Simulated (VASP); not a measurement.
CuSn3, 4 atoms in the cell. The structure is cubic, space group Fm-3m (No. 225). The conventional cell has a = 7.256 Å, b = 7.256 Å, c = 7.256 Å, α = 90.00°, β = 90.00°, γ = 90.00°. Within 4.1 Å of Cu (site symmetry m-3m) lie 14 Sn at 3.14 to 3.63 Å. Sn (site symmetry m-3m) has 8 Sn at 3.14 Å and 6 Cu at 3.63 Å within 4.1 Å. Sn (site symmetry -43m) has 4 Cu at 3.14 Å and 10 Sn at 3.14 to 3.63 Å within 4.1 Å. The cell was built from a structure type or drawn by symmetry, and may not be a known phase.

```yaml
Program: VASP 6.6.1
Task: single point
Functional: PBE
Potentials_or_basis: VASP PAW PBE potentials, release 64 (Cu, Sn_d)
Cutoff: 520 eV
k_mesh: 4 × 4 × 4
Occupations: gaussian, width 0.1 eV
Spin: no spin polarisation
Dipole_correction: no
Further_INCAR_settings: ALGO = Fast; EDIFF = 1e-06; NBANDS = 34
```

Potentials or basis: VASP PAW PBE potentials, release 64 (Cu, Sn_d).

Run with:

```console
$ cat potpaw_PBE.64/Cu/POTCAR potpaw_PBE.64/Sn_d/POTCAR > POTCAR
$ mpirun -np 1 vasp_std > vasp.out
```

Hardware: 1 thread of Intel Xeon 8259CL (shared host).

How long does it take, and how much memory?

Wall time 99 s on 1 thread of Intel Xeon 8259CL (shared host), peak memory 0.23 GiB. Counts: scf iterations 16, k points 8.
